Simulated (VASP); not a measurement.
# HfZrSe4 (P6/mmm) in VASP: a series of runs

HfZrSe4 is run at these levels: PBE; tasks: relaxation of cell and atoms.

Program: VASP 6.6.1. These are calculated values, not measurements. Logs are shortened: lines on timing, memory, paths and dates and some standing lists are left out, and cuts for length are marked.

### 1 The cell of the first run

The structure is hexagonal, space group P6/mmm (No. 191). Conventional cell: a = 4.153 Å, b = 4.153 Å, c = 9.110 Å, α = 90.00°, β = 90.00°, γ = 120.00°. Zr (site symmetry 6/mmm) has 12 Se at 3.41 Å and 6 Zr at 4.15 Å and 2 Hf at 4.56 Å within 4.6 Å. Hf (site symmetry 6/mmm) has 12 Se at 3.21 Å and 6 Hf at 4.15 Å within 4.2 Å. Within 3.5 Å of Se (site symmetry 3m) lie 3 Se at 2.40 Å and 3 Hf at 3.21 Å and 3 Zr at 3.41 Å.

The cell was generated, and may not be a known phase.

### 2 Relaxation of cell and atoms, PBE

INCAR reads:

```
PREC = Accurate
ENCUT = 600
EDIFF = 1E-6
ISMEAR = 0
SIGMA = 0.1
LREAL = False
LASPH = True
NELM = 100
ALGO = Normal
ISIF = 3
LWAVE = False
LCHARG = False
GGA = PE
IBRION = 2
NSW = 90
EDIFFG = -0.04
```

KPOINTS reads:

```
regular mesh
0
Gamma
  6 6 2
```

POSCAR reads:

```
HfZrSe4
1.0
    4.1526347100      0.0000000000      0.0000000000
   -2.0763173600      3.5962871500      0.0000000000
    0.0000000000      0.0000000000      9.1100879500
Zr Hf Se
1 1 4
Direct
    0.0000000000      0.0000000000      0.5000000000
    0.0000000000      0.0000000000      0.0000000000
    0.3333333300      0.6666666700      0.7664294200
    0.3333333300      0.6666666700      0.2335705800
    0.6666666700      0.3333333300      0.7664294200
    0.6666666700      0.3333333300      0.2335705800
```

Potentials or basis: VASP PAW PBE potentials, release 64 (Zr_sv, Hf_pv, Se).

On the command line:

```console
> cat potpaw_PBE.64/Zr_sv/POTCAR potpaw_PBE.64/Hf_pv/POTCAR potpaw_PBE.64/Se/POTCAR > POTCAR
> mpirun -np 1 vasp_std > vasp.out
```

OUTCAR:

```text
PREC = Accurate
   ENCUT = 600
   EDIFF = 1E-6
   ISMEAR = 0
   LREAL = False
   LASPH = True
   NELM = 100
   ISIF = 3
   GGA = PE
   IBRION = 2
   NSW = 90
   EDIFFG = -0.04

 ion  position               nearest neighbor table
   1  0.000  0.000  0.500-
   2  0.000  0.000  0.000-   3 3.21   4 3.21   5 3.21   6 3.21   5 3.21   6 3.21   3 3.21   4 3.21
                             5 3.21   6 3.21   3 3.21   4 3.21
   3  0.333  0.667  0.766-   5 2.40   5 2.40   5 2.40   2 3.21   2 3.21   2 3.21
   4  0.333  0.667  0.234-   6 2.40   6 2.40   6 2.40   2 3.21   2 3.21   2 3.21
   5  0.667  0.333  0.766-   3 2.40   3 2.40   3 2.40   2 3.21   2 3.21   2 3.21
   6  0.667  0.333  0.234-   4 2.40   4 2.40   4 2.40   2 3.21   2 3.21   2 3.21

  LATTYP: Found a hexagonal cell.
 ALAT       =     4.1526347100
 C/A-ratio  =     2.1938091323

  Lattice vectors:

 A1 = (   4.1526347100,   0.0000000000,   0.0000000000)
 A2 = (  -2.0763173600,   3.5962871500,   0.0000000000)
 A3 = (   0.0000000000,   0.0000000000,   9.1100879500)

Analysis of symmetry for initial positions (statically):
=====================================================================
 Subroutine PRICEL returns:
 Original cell was already a primitive cell.

 Routine SETGRP: Setting up the symmetry group for a
 hexagonal supercell.

 Subroutine GETGRP returns: Found 24 space group operations
 (whereof 24 operations were pure point group operations)
 out of a pool of 24 trial point group operations.

The static configuration has the point symmetry D_6h.

Analysis of symmetry for dynamics (positions and initial velocities):
=====================================================================
 Subroutine PRICEL returns:
 Original cell was already a primitive cell.

 Routine SETGRP: Setting up the symmetry group for a
 hexagonal supercell.

 Subroutine GETGRP returns: Found 24 space group operations
 (whereof 24 operations were pure point group operations)
 out of a pool of 24 trial point group operations.

The dynamic configuration has the point symmetry D_6h.

 Subroutine INISYM returns: Found 24 space group operations
 (whereof 24 operations are pure point group operations),
 and found     1 'primitive' translations

----------------------------------------------------------------------------------------

                                     Primitive cell

  volume of cell :     136.0507

  direct lattice vectors                    reciprocal lattice vectors
     4.152634710  0.000000000  0.000000000     0.240810972  0.139032280  0.000000000
    -2.076317360  3.596287150  0.000000000     0.000000000  0.278064559  0.000000000
     0.000000000  0.000000000  9.110087950     0.000000000  0.000000000  0.109768424

  length of vectors
     4.152634710  4.152634711  9.110087950     0.278064559  0.278064559  0.109768424

  position of ions in fractional coordinates (direct lattice)
     0.000000000  0.000000000  0.500000000
     0.000000000  0.000000000  0.000000000
     0.333333330  0.666666670  0.766429420
     0.333333330  0.666666670  0.233570580
     0.666666670  0.333333330  0.766429420
     0.666666670  0.333333330  0.233570580

  ion indices of the primitive-cell ions
   primitive index   ion index
                 1           1
                 2           2
                 3           3
                 4           4
                 5           5
                 6           6

----------------------------------------------------------------------------------------

 KPOINTS: regular mesh

Automatic generation of k-mesh.
 Grid dimensions read from file:
 generate k-points for:    6    6    2

 Generating k-lattice:

  Cartesian coordinates                     Fractional coordinates (reciprocal lattice)
     0.040135162  0.023172047  0.000000000     0.166666667  0.000000000  0.000000000
     0.000000000  0.046344093  0.000000000     0.000000000  0.166666667  0.000000000
     0.000000000  0.000000000  0.054884212     0.000000000  0.000000000  0.500000000

  Length of vectors
     0.046344093  0.046344093  0.054884212

  Shift w.r.t. Gamma in fractional coordinates (k-lattice)
     0.000000000  0.000000000  0.000000000

 Subroutine IBZKPT returns following result:
 ===========================================

 Found     14 irreducible k-points:

 Following reciprocal coordinates:
            Coordinates               Weight
  0.000000  0.000000  0.000000      1.000000
  0.166667 -0.000000  0.000000      6.000000
  0.333333  0.000000  0.000000      6.000000
  0.500000  0.000000  0.000000      3.000000
  0.166667  0.166667  0.000000      6.000000
  0.333333  0.166667  0.000000     12.000000
  0.333333  0.333333  0.000000      2.000000
  0.000000  0.000000  0.500000      1.000000
  0.166667 -0.000000  0.500000      6.000000
  0.333333  0.000000  0.500000      6.000000
  0.500000  0.000000  0.500000      3.000000
  0.166667  0.166667  0.500000      6.000000
  0.333333  0.166667  0.500000     12.000000
  0.333333  0.333333  0.500000      2.000000
   k-points           NKPTS =     14   k-points in BZ     NKDIM =     14   number of bands    NBANDS=     27
   number of dos      NEDOS =    301   number of ions     NIONS =      6
   total plane-waves  NPLWV = 103680
   dimension x,y,z NGX =    36 NGY =   36 NGZ =   80
   dimension x,y,z NGXF=    72 NGYF=   72 NGZF=  160
   ions per type =               1   1   4
   NGX,Y,Z   is equivalent  to a cutoff of  14.41, 14.41, 14.60 a.u.
   NGXF,Y,Z  is equivalent  to a cutoff of  28.82, 28.82, 29.20 a.u.
 SYSTEM =  unknown system
   PREC   = accura    normal or accurate (medium, high low for compatibility)
   ISTART =      0    job   : 0-new  1-cont  2-samecut
   ICHARG =      2    charge: 1-file 2-atom 10-const
   ISPIN  =      1    spin polarized calculation?
   LNONCOLLINEAR =      F non collinear calculations
   LSORBIT =      F    spin-orbit coupling
   LASPH  =      T    aspherical Exc in radial PAW
   ENCUT  =  600.0 eV  44.10 Ry    6.64 a.u.   8.29  8.29 18.20*2*pi/ulx,y,z
   NELM   =    100;   NELMIN=  2; NELMDL= -5     # of ELM steps
   EDIFF  = 0.1E-05   stopping-criterion for ELM
   LREAL  =      F    real-space projection
   EDIFFG = -.4E-01   stopping-criterion for IOM
   NSW    =     90    number of steps for IOM
   IBRION =      2    ionic relax: 0-MD 1-quasi-New 2-CG
   NFREE  =      1    steps in history (QN), initial steepest desc. (CG)
   ISIF   =      3    stress and relaxation
   ISYM   =      2    0-nonsym 1-usesym 2-fastsym
   POTIM  = 0.5000    time-step for ionic-motion
   TEBEG  =    0.0;   TEEND  =   0.0 temperature during run
   PSTRESS=    0.0 pullay stress
   NELECT =      46.0000    total number of electrons
   NUPDOWN=      -1.0000    fix difference up-down
   EMIN   =  10.00;   EMAX   =-10.00  energy-range for DOS
   EFERMI =   0.00;   METHOD = LEGACY
   ISMEAR =     0;   SIGMA  =   0.10  broadening in eV -4-tet -1-fermi 0-gaus
   EFERMI_NEDOS =   21; number of points for ismear=-14 and -15
   IALGO  =     38    algorithm
   IMIX   =      4    mixing-type and parameters
     AMIX     =   0.40;   BMIX     =  1.00
     AMIX_MAG =   1.60;   BMIX_MAG =  1.00
  volume/ion in A,a.u.               =      22.68       153.02
  Fermi-wavevector in a.u.,A,eV,Ry     =   1.140496  2.155226 17.697531  1.300732
  Thomas-Fermi vector in A             =   2.277198
   LORBIT       =      0    0 simple, 1 ext, 2 COOP (PROOUT), +10 PAW based schemes
   GGA     = PE    functional components
   LHFCALC =     F    Hartree Fock is set to
   AEXX    =    0.0000 exact exchange contribution
   IVDW    =     0    specifies the selected vdW correction
   LEPSILON=     F    determine dielectric tensor
   LRPA    =     F    only Hartree local field effects (RPA)
 conjugate gradient relaxation of ions
 non-spin polarized calculation
 Gauss-broadening in eV      SIGMA  =   0.10
  energy-cutoff  :      600.00
  volume of cell :      136.05
 maximum number of plane-waves:      4560
 NGX is ok and might be reduce to    36
   NGX = 17   NGY = 17   NGZ = 37

--------------------------------------- Ionic step        1  -------------------------------------------

 number of electron      46.0000002 magnetization

 Free energy of the ion-electron system (eV)
  ---------------------------------------------------
  ext. energy  EPLUGINS =         0.00000000
  ---------------------------------------------------
  free energy    TOTEN  =       -26.50744173 eV

  energy without entropy =      -26.46289449  energy(sigma->0) =      -26.48516811

------------------------ aborting loop because EDIFF is reached ----------------------------------------

  FORCE on cell =-STRESS in cart. coord.  units (eV):
  Direction    XX          YY          ZZ          XY          YZ          ZX
  --------------------------------------------------------------------------------------
  -------------------------------------------------------------------------------------
  Total       16.9950570     16.9950569    -12.4233845     -0.0000000      0.0000000      0.0000000
  in kB      200.1393782    200.1393781   -146.3018604     -0.0000003      0.0000000      0.0000000
  external PRESSURE =      84.6589653 kB  Pullay stress =       0.0000000 kB
[... 67 lines left out ...]
--------------------------------------- Ionic step        3  -------------------------------------------

 number of electron      45.9999996 magnetization

 E-fermi :   4.5527     XC(G=0):  -9.5651

 val. band max:        4.4839690647   @ k =   0.5000   0.0000   0.5000
 cond. band min:       4.5636457954   @ k =   0.1667  -0.0000   0.5000
 fundamental gap:      0.0796767307
 Fermi energy:         4.5526760275

 k-point     1 :       0.0000    0.0000    0.0000
  band No.  band energies     occupation
      1     -46.4329      2.00000
      2     -28.4391      2.00000
      3     -28.4391      2.00000
      4     -28.3545      2.00000
      5     -24.3996      2.00000
      6     -24.3996      2.00000
[... 442 lines left out ...]
  FREE ENERGIE OF THE ION-ELECTRON SYSTEM (eV)
  ---------------------------------------------------
  free  energy   TOTEN  =       -30.3141515304 eV

  energy  without entropy=      -30.2857955397  energy(sigma->0) =      -30.29997354

[... ionic steps 4 to 10 ...]

--------------------------------------- Ionic step       11  -------------------------------------------

 number of electron      46.0000005 magnetization

------------------------ aborting loop because EDIFF is reached ----------------------------------------
[... 75 lines left out ...]
--------------------------------------- Ionic step       13  -------------------------------------------

 number of electron      46.0000003 magnetization

 Free energy of the ion-electron system (eV)
  ---------------------------------------------------
  ext. energy  EPLUGINS =         0.00000000
  ---------------------------------------------------
  free energy    TOTEN  =       -33.33209866 eV

  energy without entropy =      -33.29551111  energy(sigma->0) =      -33.31380489

 E-fermi :   7.4071     XC(G=0): -10.9476

 val. band max:        7.3654937521   @ k =   0.1667  -0.0000   0.5000
 cond. band min:       7.4556966715   @ k =   0.3333   0.1667   0.5000
 fundamental gap:      0.0902029195
 Fermi energy:         7.4071376346

 k-point     1 :       0.0000    0.0000    0.0000
  band No.  band energies     occupation
      1     -42.6725      2.00000
      2     -24.9098      2.00000
      3     -24.9098      2.00000
      4     -24.7744      2.00000
      5     -20.7263      2.00000
      6     -20.7263      2.00000
[... 442 lines left out ...]
  FREE ENERGIE OF THE ION-ELECTRON SYSTEM (eV)
  ---------------------------------------------------
  free  energy   TOTEN  =       -33.3320986599 eV

  energy  without entropy=      -33.2955111107  energy(sigma->0) =      -33.31380489

 reached required accuracy - stopping structural energy minimisation
```

Wall time 7.8 min (1 thread of AMD EPYC 9R45 (Zen 5), shared host); peak memory 0.35 GiB.

Results:

```yaml
Free_energy: -33.3321 eV
Relaxed_volume: 20.32 Å³/atom
Relaxed_cell: a = 4.752 Å, b = 4.752 Å, c = 6.236 Å, α = 90.00°, β = 90.00°, γ = 120.00°
Space_group_after_relaxing_to_0.1_Å: P6/mmm (No. 191)
Energy_gained_by_relaxing: 1137.4 meV/atom
Ionic_steps: 13
Pressure_after_relaxing: 0.0 GPa
Band_gap_on_the_k_mesh: zero (bands 23 and 24 overlap by 0.80 eV)
```

Step by step:
| step | energy change (eV) | largest force (eV/Å) | pressure (GPa) | volume (Å³) |
| --- | --- | --- | --- | --- |
| 1 | 0.0000 | 0.0244 | 8.47 | 136.05 |
| 2 | -3.5135 | 0.0350 | -8.88 | 158.22 |
| 3 | -3.8067 | 0.0494 | -11.46 | 163.88 |
| 4 | -6.1222 | 0.5642 | -7.82 | 138.57 |
| 5 | -6.1204 | 0.5390 | -8.06 | 139.03 |
| 6 | -6.7123 | 0.5558 | 2.28 | 119.61 |
| 7 | -6.7332 | 0.5310 | 0.42 | 122.12 |
| 8 | -6.7334 | 0.5286 | 0.19 | 122.45 |
| 9 | -6.7752 | 0.3854 | 0.05 | 122.32 |
| 10 | -6.8231 | 0.0247 | -0.03 | 122.00 |
| 11 | -6.8231 | 0.0124 | -0.03 | 121.99 |
| 12 | -6.8229 | 0.0188 | 0.02 | 121.87 |
| 13 | -6.8247 | 0.0011 | -0.02 | 121.94 |

Final structure:
```yaml
crystal:
  lattice:
    - [4.75176, 0.00000, 0.00000]
    - [-2.37588, 4.11515, 0.00000]
    - [0.00000, 0.00000, 6.23580]
  atoms:
    - { symbol: Zr, position: [0.00000, 0.00000, 0.50000] }
    - { symbol: Hf, position: [0.00000, 0.00000, 0.00000] }
    - { symbol: Se, position: [0.33333, 0.66667, 0.74937] }
    - { symbol: Se, position: [0.33333, 0.66667, 0.25063] }
    - { symbol: Se, position: [0.66667, 0.33333, 0.74937] }
    - { symbol: Se, position: [0.66667, 0.33333, 0.25063] }
```

Caveat: a cell axis changed by over 15 % at a fixed basis, so the end point is rough; spin-orbit coupling is left out, which moves the levels of the heavy elements.

### 3 Relaxation of cell and atoms, PBE

This run uses another cell than the first one, of 20.32 Å³/atom.

INCAR reads:

```
SYSTEM = HfZrSe4
  PREC = Accurate
  ENCUT = 600
  EDIFF = 1E-6
  ISMEAR = 0
  SIGMA = 0.1
  LREAL = .False.
  LASPH = .True.
  NELM = 80
  ALGO = Normal
  ISIF = 3
  LWAVE = .False.
  LCHARG = .False.
  GGA = PE
  IBRION = 2
  NSW = 90
  EDIFFG = -0.04
```

KPOINTS reads:

```
regular mesh
0
Gamma
  6 6 4
  0 0 0
```

POSCAR reads:

```
HfZrSe4
1.0
    4.7507372138      0.0000000000      0.0000000000
   -2.3753686069      4.1142591138      0.0000000000
    0.0000000000      0.0000000000      6.2388945404
Zr Hf Se
1 1 4
Direct
    0.0000000000      0.0000000000      0.5000000000
    0.0000000000      0.0000000000      0.0000000000
    0.3333333333      0.6666666667      0.7489922606
    0.3333333333      0.6666666667      0.2510077394
    0.6666666667      0.3333333333      0.7489922606
    0.6666666667      0.3333333333      0.2510077394
```

Potentials or basis: VASP PAW PBE potentials, release 64 (Zr_sv, Hf_pv, Se).

On the command line:

```console
> cat potpaw_PBE.64/Zr_sv/POTCAR potpaw_PBE.64/Hf_pv/POTCAR potpaw_PBE.64/Se/POTCAR > POTCAR
> mpirun -np 1 vasp_std > vasp.out
```

Run time: 2.2 min. Hardware: 1 thread of AMD EPYC 9R45 (Zen 5), shared host; peak memory 0.31 GiB.

The run converged. Its results:

```yaml
Free_energy: -33.4915 eV
Relaxed_volume: 20.42 Å³/atom
Relaxed_cell: a = 4.747 Å, b = 4.747 Å, c = 6.276 Å, α = 90.00°, β = 90.00°, γ = 120.00°
Space_group_after_relaxing_to_0.1_Å: P6/mmm (No. 191)
Energy_gained_by_relaxing: 0.6 meV/atom
Ionic_steps: 4
Pressure_after_relaxing: 0.0 GPa
Largest_force_after_relaxing: 0.028 eV/Å
Band_gap_on_the_k_mesh: zero (bands 23 and 24 overlap by 0.90 eV)
```

Forces on the atoms (eV/Å):
```
Zr   0.000  0.000  0.000
Hf   0.000  0.000  0.000
Se   0.000  0.000  0.028
Se   0.000  0.000 -0.028
Se   0.000  0.000  0.028
Se   0.000  0.000 -0.028
```

Stress tensor (GPa, compression positive):
```
 0.05  0.00  0.00
 0.00  0.05  0.00
 0.00  0.00 -0.04
```

The path:
| step | energy change (eV) | largest force (eV/Å) | pressure (GPa) | volume (Å³) |
| --- | --- | --- | --- | --- |
| 1 | 0.0000 | 0.0526 | 0.41 | 121.94 |
| 2 | -0.0029 | 0.0374 | -0.25 | 122.87 |
| 3 | -0.0032 | 0.0410 | -0.09 | 122.64 |
| 4 | -0.0035 | 0.0275 | 0.02 | 122.50 |

Final structure:
```xyz
6
Lattice="4.7475 0.0000 0.0000 -2.3737 4.1114 0.0000 0.0000 0.0000 6.2762" Properties=species:S:1:pos:R:3 pbc="T T T"
Zr    0.0000    0.0000    3.1381
Hf    0.0000    0.0000    0.0000
Se    0.0000    2.7409    4.7048
Se    0.0000    2.7409    1.5714
Se    2.3737    1.3705    4.7048
Se    2.3737    1.3705    1.5714
```

Levels at points of the mesh, in eV from the Fermi level:
| k point | band 19 | band 20 | band 21 | band 22 | band 23 | band 24 | band 25 | band 26 | band 27 |
| --- | --- | --- | --- | --- | --- | --- | --- | --- | --- |
| (0.00, 0.00, 0.00) | -3.19 | -2.38 | -2.31 | -2.31 | -1.16 | -0.45 | -0.45 | 1.46 | 1.78 |
| (0.50, 0.00, 0.00) | -1.40 | -1.06 | -0.88 | -0.87 | 0.36 | 0.56 | 0.92 | 0.97 | 1.17 |
| (0.00, 0.00, 0.50) | -2.90 | -2.82 | -2.82 | -1.08 | -1.05 | -0.29 | -0.07 | 1.18 | 1.18 |
| (0.50, 0.00, 0.50) | -3.21 | -0.90 | -0.83 | -0.74 | -0.70 | 0.19 | 0.47 | 0.98 | 1.18 |

Caveat: spin-orbit coupling is left out, which moves the levels of the heavy elements.

The gap in the log of VASP goes by the Fermi energy; the results here count the filled bands.